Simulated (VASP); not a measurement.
# TiSi2 (Immm) in VASP: further runs

The runs below take TiSi2 through single point, with LDA.

All numbers are computed with VASP 6.6.1; they aren't measurements. Logs are shortened: lines on timing, memory, paths and dates and some standing lists are left out, and cuts for length are marked.

## 1. The cell of the first run

Symmetry: Immm, No. 71, orthorhombic system. Conventional cell: a = 2.946 Å, b = 3.424 Å, c = 8.424 Å, α = 90.00°, β = 90.00°, γ = 90.00°. Ti (site symmetry mmm) has 10 Si at 2.67 to 2.78 Å and 4 Ti at 2.95 to 3.42 Å within 3.5 Å. Within 3.5 Å of Si (site symmetry mm2) lie 9 Si at 2.63 to 3.42 Å and 5 Ti at 2.67 to 2.78 Å.

## 2. Single point, LDA

File INCAR:

```
ALGO = Normal
EDIFF = 1E-6
ENCUT = 520
ISIF = 2
ISMEAR = 0
LASPH = True
LCHARG = True
LELF = True
LREAL = False
LVHAR = True
LWAVE = False
NBANDS = 17
NELM = 60
PREC = Accurate
SIGMA = 0.25
```

File KPOINTS:

```
k-points
0
Gamma
  10 11 13
```

File POSCAR:

```
TiSi2
1.0
   -1.4728720000      1.7121300000      4.2120830000
    1.4728720000     -1.7121300000      4.2120830000
    1.4728720000      1.7121300000     -4.2120830000
Ti Si
1 2
Direct
    0.0000000000      0.0000000000      0.0000000000
    0.3299220006      0.3299220006      0.0000000000
    0.6700779994      0.6700779994      0.0000000000
```

Potentials or basis: VASP PAW LDA potentials, release 64 (Ti_sv, Si).

Started as:

```sh
$ cat potpaw_LDA.64/Ti_sv/POTCAR potpaw_LDA.64/Si/POTCAR > POTCAR
$ mpirun -np 1 vasp_std > vasp.out
```

OUTCAR:

```text
EDIFF = 1E-6
   ENCUT = 520
   ISIF = 2
   ISMEAR = 0
   LASPH = True
   LREAL = False
   NELM = 60
   PREC = Accurate

 ion  position               nearest neighbor table
   1  0.000  0.000  0.000-   3 2.67   3 2.67   2 2.67   2 2.67   3 2.67   3 2.67   2 2.67   2 2.67
                             2 2.78   3 2.78
   2  0.330  0.330  0.000-   3 2.63   3 2.63   3 2.63   3 2.63   1 2.67   1 2.67   1 2.67   1 2.67
                             1 2.78   3 2.87
   3  0.670  0.670  0.000-   2 2.63   2 2.63   2 2.63   2 2.63   1 2.67   1 2.67   1 2.67   1 2.67
                             1 2.78   2 2.87

  LATTYP: Found a body centered orthorhombic cell.
 ALAT       =     2.9457440000
 B/A-ratio  =     1.1624431723
 C/A-ratio  =     2.8597753233

  Lattice vectors:

 A1 = (  -1.4728720000,   1.7121300000,   4.2120830000)
 A2 = (   1.4728720000,  -1.7121300000,   4.2120830000)
 A3 = (   1.4728720000,   1.7121300000,  -4.2120830000)

Analysis of symmetry for initial positions (statically):
=====================================================================
 Subroutine PRICEL returns:
 Original cell was already a primitive cell.

 Routine SETGRP: Setting up the symmetry group for a
 body centered orthorhombic supercell.

 Subroutine GETGRP returns: Found  8 space group operations
 (whereof  8 operations were pure point group operations)
 out of a pool of  8 trial point group operations.

The static configuration has the point symmetry D_2h.

Analysis of symmetry for dynamics (positions and initial velocities):
=====================================================================
 Subroutine PRICEL returns:
 Original cell was already a primitive cell.

 Routine SETGRP: Setting up the symmetry group for a
 body centered orthorhombic supercell.

 Subroutine GETGRP returns: Found  8 space group operations
 (whereof  8 operations were pure point group operations)
 out of a pool of  8 trial point group operations.

The dynamic configuration has the point symmetry D_2h.

 Subroutine INISYM returns: Found  8 space group operations
 (whereof  8 operations are pure point group operations),
 and found     1 'primitive' translations

----------------------------------------------------------------------------------------

                                     Primitive cell

  volume of cell :      42.4873

  direct lattice vectors                    reciprocal lattice vectors
    -1.472872000  1.712130000  4.212083000     0.000000000  0.292033899  0.118706113
     1.472872000 -1.712130000  4.212083000     0.339472812  0.000000000  0.118706113
     1.472872000  1.712130000 -4.212083000     0.339472812  0.292033899  0.000000000

  length of vectors
     4.779370698  4.779370698  4.779370698     0.315237909  0.359628880  0.447800836

  position of ions in fractional coordinates (direct lattice)
     0.000000000  0.000000000  0.000000000
     0.329922001  0.329922001  0.000000000
     0.670077999  0.670077999  0.000000000

  ion indices of the primitive-cell ions
   primitive index   ion index
                 1           1
                 2           2
                 3           3

----------------------------------------------------------------------------------------

 KPOINTS: k-points

Automatic generation of k-mesh.
 Grid dimensions read from file:
 generate k-points for:   10   11   13

 Generating k-lattice:

  Cartesian coordinates                     Fractional coordinates (reciprocal lattice)
     0.000000000  0.029203390  0.011870611     0.100000000  0.000000000 -0.000000000
     0.030861165  0.000000000  0.010791465     0.000000000  0.090909091 -0.000000000
     0.026113293  0.022464146  0.000000000    -0.000000000  0.000000000  0.076923077

  Length of vectors
     0.031523791  0.032693535  0.034446218

  Shift w.r.t. Gamma in fractional coordinates (k-lattice)
     0.000000000  0.000000000  0.000000000

 -----------------------------------------------------------------------------
|                                                                             |
|           W    W    AA    RRRRR   N    N  II  N    N   GGGG   !!!           |
|           W    W   A  A   R    R  NN   N  II  NN   N  G    G  !!!           |
|           W    W  A    A  R    R  N N  N  II  N N  N  G       !!!           |
|           W WW W  AAAAAA  RRRRR   N  N N  II  N  N N  G  GGG   !            |
|           WW  WW  A    A  R   R   N   NN  II  N   NN  G    G                |
|           W    W  A    A  R    R  N    N  II  N    N   GGGG   !!!           |
|                                                                             |
|     Your reciprocal lattice and k-lattice belong to different lattice       |
|     classes:                                                                |
|                                                                             |
|        The reciprocal lattice is face-centered orthorhombic,                |
|        whereas your k-lattice is triclinic.                                 |
|                                                                             |
|     Results are often still useful ...                                      |
|                                                                             |
 -----------------------------------------------------------------------------

 WARNING: IBZKPT: internal override: KBLOWUP is changed to .FALSE.
      ... skipping the blow-up phase ...

 Subroutine IBZKPT returns following result:
 ===========================================

 Found    716 irreducible k-points:

 Following reciprocal coordinates:
            Coordinates               Weight
  0.000000  0.000000  0.000000      1.000000
  0.100000  0.000000 -0.000000      2.000000
  0.200000  0.000000 -0.000000      2.000000
  0.300000  0.000000  0.000000      2.000000
  0.400000 -0.000000  0.000000      2.000000
  0.500000 -0.000000  0.000000      1.000000
[... 16 lines left out ...]
 -0.400000  0.181818 -0.000000      2.000000
 -0.300000  0.181818 -0.000000      2.000000
 [... further k-points ...]
   k-points           NKPTS =    716   k-points in BZ     NKDIM =    716   number of bands    NBANDS=     17
   number of dos      NEDOS =    301   number of ions     NIONS =      3
   total plane-waves  NPLWV =  46656
   dimension x,y,z NGX =    36 NGY =   36 NGZ =   36
   dimension x,y,z NGXF=    72 NGYF=   72 NGZF=   72
   ions per type =               1   2
   NGX,Y,Z   is equivalent  to a cutoff of  12.52, 12.52, 12.52 a.u.
   NGXF,Y,Z  is equivalent  to a cutoff of  25.04, 25.04, 25.04 a.u.
 SYSTEM =  unknown system
   PREC   = accura    normal or accurate (medium, high low for compatibility)
   ISTART =      0    job   : 0-new  1-cont  2-samecut
   ICHARG =      2    charge: 1-file 2-atom 10-const
   ISPIN  =      1    spin polarized calculation?
   LNONCOLLINEAR =      F non collinear calculations
   LSORBIT =      F    spin-orbit coupling
   LASPH  =      T    aspherical Exc in radial PAW
   ENCUT  =  520.0 eV  38.22 Ry    6.18 a.u.   8.89  8.89  8.89*2*pi/ulx,y,z
   NELM   =     60;   NELMIN=  2; NELMDL= -5     # of ELM steps
   EDIFF  = 0.1E-05   stopping-criterion for ELM
   LREAL  =      F    real-space projection
   EDIFFG = 0.1E-04   stopping-criterion for IOM
   NSW    =      0    number of steps for IOM
   IBRION =     -1    ionic relax: 0-MD 1-quasi-New 2-CG
   NFREE  =      0    steps in history (QN), initial steepest desc. (CG)
   ISIF   =      2    stress and relaxation
   ISYM   =      2    0-nonsym 1-usesym 2-fastsym
   POTIM  = 0.5000    time-step for ionic-motion
   TEBEG  =    0.0;   TEEND  =   0.0 temperature during run
   PSTRESS=    0.0 pullay stress
   NELECT =      20.0000    total number of electrons
   NUPDOWN=      -1.0000    fix difference up-down
   EMIN   =  10.00;   EMAX   =-10.00  energy-range for DOS
   EFERMI =   0.00;   METHOD = LEGACY
   ISMEAR =     0;   SIGMA  =   0.25  broadening in eV -4-tet -1-fermi 0-gaus
   EFERMI_NEDOS =   21; number of points for ismear=-14 and -15
   IALGO  =     38    algorithm
   IMIX   =      4    mixing-type and parameters
     AMIX     =   0.40;   BMIX     =  1.00
     AMIX_MAG =   1.60;   BMIX_MAG =  1.00
  volume/ion in A,a.u.               =      14.16        95.57
  Fermi-wavevector in a.u.,A,eV,Ry     =   1.273499  2.406564 22.065925  1.621800
  Thomas-Fermi vector in A             =   2.406319
   LORBIT       =      0    0 simple, 1 ext, 2 COOP (PROOUT), +10 PAW based schemes
   GGA     = CA    functional components
   LHFCALC =     F    Hartree Fock is set to
   AEXX    =    0.0000 exact exchange contribution
   IVDW    =     0    specifies the selected vdW correction
   LEPSILON=     F    determine dielectric tensor
   LRPA    =     F    only Hartree local field effects (RPA)
 non-spin polarized calculation
 Gauss-broadening in eV      SIGMA  =   0.25
  energy-cutoff  :      520.00
  volume of cell :       42.49
 maximum number of plane-waves:      1171
   NGX = 17   NGY = 17   NGZ = 17

 number of electron      19.9999998 magnetization

 Free energy of the ion-electron system (eV)
  ---------------------------------------------------
  ext. energy  EPLUGINS =         0.00000000
  ---------------------------------------------------
  free energy    TOTEN  =       -21.92859907 eV

  energy without entropy =      -21.88264714  energy(sigma->0) =      -21.90562311

 E-fermi :   9.8860     XC(G=0): -11.8468

 val. band max:        9.8854076400   @ k =   0.3000   0.2727   0.4615
 cond. band min:       9.8917332666   @ k =  -0.3000  -0.4545   0.1538
 fundamental gap:      0.0063256266
 Fermi energy:         9.8860490387

 k-point     1 :       0.0000    0.0000    0.0000
  band No.  band energies     occupation
      1     -45.6834      2.00000
      2     -22.4010      2.00000
      3     -22.3837      2.00000
      4     -22.1207      2.00000
      5      -2.6019      2.00000
      6       5.1909      2.00000
[... 9 lines left out ...]
     16      15.3157      0.00000
     17      15.7075      0.00000

 k-point     2 :       0.1000    0.0000   -0.0000
  band No.  band energies     occupation
      1     -45.6827      2.00000
      2     -22.4003      2.00000
      3     -22.3932      2.00000
      4     -22.1201      2.00000
      5      -2.4561      2.00000
      6       4.8217      2.00000
[... 9 lines left out ...]
     16      15.2024      0.00000
     17      15.8867      0.00000

 k-point     3 :       0.2000    0.0000   -0.0000
  band No.  band energies     occupation
      1     -45.6810      2.00000
      2     -22.4180      2.00000
      3     -22.3983      2.00000
      4     -22.1183      2.00000
      5      -2.0263      2.00000
      6       4.1228      2.00000
[... 9 lines left out ...]
     16      16.3573      0.00000
     17      16.4093      0.00000

 k-point     4 :       0.3000    0.0000    0.0000
  band No.  band energies     occupation
      1     -45.6789      2.00000
      2     -22.4483      2.00000
      3     -22.3959      2.00000
      4     -22.1162      2.00000
      5      -1.3343      2.00000
      6       3.1101      2.00000
[... 9 lines left out ...]
     16      16.9484      0.00000
     17      17.7276      0.00000
[... 343 lines left out ...]
      1     -45.6654      2.00000
      2     -22.4668      2.00000
      3     -22.3808      2.00000
      4     -22.2152      2.00000
      5       0.9204      2.00000
      6       1.4669      2.00000
[... 9 lines left out ...]
     16      15.0285      0.00000
     17      17.2583      0.00000

 k-point    23 :      -0.4000    0.1818   -0.0000
  band No.  band energies     occupation
      1     -45.6661      2.00000
      2     -22.4578      2.00000
      3     -22.3809      2.00000
      4     -22.2161      2.00000
      5      -0.0750      2.00000
      6       2.6248      2.00000
[... 9 lines left out ...]
     16      14.6005      0.00000
     17      17.5449      0.00000

 k-point    24 :      -0.3000    0.1818   -0.0000
  band No.  band energies     occupation
      1     -45.6678      2.00000
      2     -22.4343      2.00000
      3     -22.3826      2.00000
      4     -22.2185      2.00000
      5      -0.9275      2.00000
      6       3.9069      2.00000
[... 9 lines left out ...]
     16      15.2638      0.00000
     17      16.8305      0.00000

 [... further k-points ...]

------------------------ aborting loop because EDIFF is reached ----------------------------------------

  FORCE on cell =-STRESS in cart. coord.  units (eV):
  Direction    XX          YY          ZZ          XY          YZ          ZX
  --------------------------------------------------------------------------------------
  -------------------------------------------------------------------------------------
  Total       -1.3808135     -1.7855437     -1.8686404     -0.0000000      0.0000000      0.0000000
  in kB      -52.0699258    -67.3321387    -70.4656813     -0.0000000      0.0000000      0.0000000
  external PRESSURE =     -63.2892486 kB  Pullay stress =       0.0000000 kB

 VOLUME and BASIS-vectors are now :
 -----------------------------------------------------------------------------
  energy-cutoff  :      520.00
  volume of cell :       42.49
      direct lattice vectors                 reciprocal lattice vectors
    -1.472872000  1.712130000  4.212083000     0.000000000  0.292033899  0.118706113
     1.472872000 -1.712130000  4.212083000     0.339472812  0.000000000  0.118706113
     1.472872000  1.712130000 -4.212083000     0.339472812  0.292033899  0.000000000

 POSITION                                       TOTAL-FORCE (eV/Angst)
 -----------------------------------------------------------------------------------
      0.00000      0.00000      0.00000        -0.000000     -0.000000     -0.000000
      0.00000      0.00000      2.77932         0.000000     -0.000000      0.093872
      0.00000      0.00000      5.64485        -0.000000      0.000000     -0.093872
 -----------------------------------------------------------------------------------
    total drift:                                0.000000      0.000000      0.000000

  FREE ENERGIE OF THE ION-ELECTRON SYSTEM (eV)
  ---------------------------------------------------
  free  energy   TOTEN  =       -21.9285990709 eV

  energy  without entropy=      -21.8826471445  energy(sigma->0) =      -21.90562311
```

Run time: 7 min. Hardware: 1 thread of Intel Xeon 6975P-C (Granite Rapids), shared host; peak memory 0.57 GiB.

What came out:

- Free energy: -21.9286 eV
- Pressure: -6.3 GPa
- Largest force: 0.094 eV/Å
- Band gap on the k mesh: zero (bands 10 and 11 overlap by 2.30 eV)

Forces on the atoms (eV/Å):
```
Ti   0.000  0.000  0.000
Si   0.000  0.000  0.094
Si   0.000  0.000 -0.094
```

Stress tensor (GPa, compression positive):
```
-5.21  0.00  0.00
 0.00 -6.73  0.00
 0.00  0.00 -7.05
```

Levels at points of the mesh, in eV from the Fermi level:
| k point | band 6 | band 7 | band 8 | band 9 | band 10 | band 11 | band 12 | band 13 | band 14 | band 15 |
| --- | --- | --- | --- | --- | --- | --- | --- | --- | --- | --- |
| (0.00, 0.00, 0.00) | -4.70 | -4.11 | -2.14 | -0.63 | 0.73 | 2.07 | 2.36 | 3.16 | 3.74 | 4.05 |
| (0.50, 0.00, 0.00) | -9.06 | -4.25 | -3.72 | -0.69 | 0.92 | 2.00 | 2.53 | 3.48 | 4.05 | 5.46 |

Caveat: the cell stands under tension.

## 3. Single point, LDA

File INCAR:

```
SYSTEM = TiSi2
ALGO = Normal
EDIFF = 1E-6
ENCUT = 520
GGA = CA
ISIF = 2
ISMEAR = 0
LASPH = .True.
LCHARG = .False.
LREAL = .False.
LWAVE = .False.
NBANDS = 17
NELM = 80
PREC = Accurate
SIGMA = 0.15
```

File KPOINTS:

```
k-points
0
Gamma
  10 11 13
  0 0 0
```

POSCAR is that of step 2.

Potentials or basis: VASP PAW LDA potentials, release 64 (Ti_sv, Si).

Started as:

```sh
$ cat potpaw_LDA.64/Ti_sv/POTCAR potpaw_LDA.64/Si/POTCAR > POTCAR
$ mpirun -np 1 vasp_std > vasp.out
```

Run time: 6.6 min. Hardware: 1 thread of Intel Xeon 6975P-C (Granite Rapids), shared host; peak memory 0.57 GiB.

Results (log left out):

- Free energy: -21.9139 eV
- Pressure: -6.4 GPa
- Largest force: 0.098 eV/Å
- Band gap on the k mesh: zero (bands 10 and 11 overlap by 2.30 eV)

Forces on the atoms (eV/Å):
```
Ti   0.000  0.000  0.000
Si   0.000  0.000  0.098
Si   0.000  0.000 -0.098
```

Stress tensor (GPa, compression positive):
```
-5.48  0.00  0.00
 0.00 -6.67  0.00
 0.00  0.00 -7.03
```

Levels at points of the mesh, in eV from the Fermi level:
| k point | band 8 | band 9 | band 10 | band 11 | band 12 | band 13 |
| --- | --- | --- | --- | --- | --- | --- |
| (0.00, 0.00, 0.00) | -2.13 | -0.62 | 0.74 | 2.08 | 2.36 | 3.17 |
| (0.50, 0.00, 0.00) | -3.71 | -0.68 | 0.93 | 2.01 | 2.54 | 3.48 |

Caveat: the cell stands under tension.
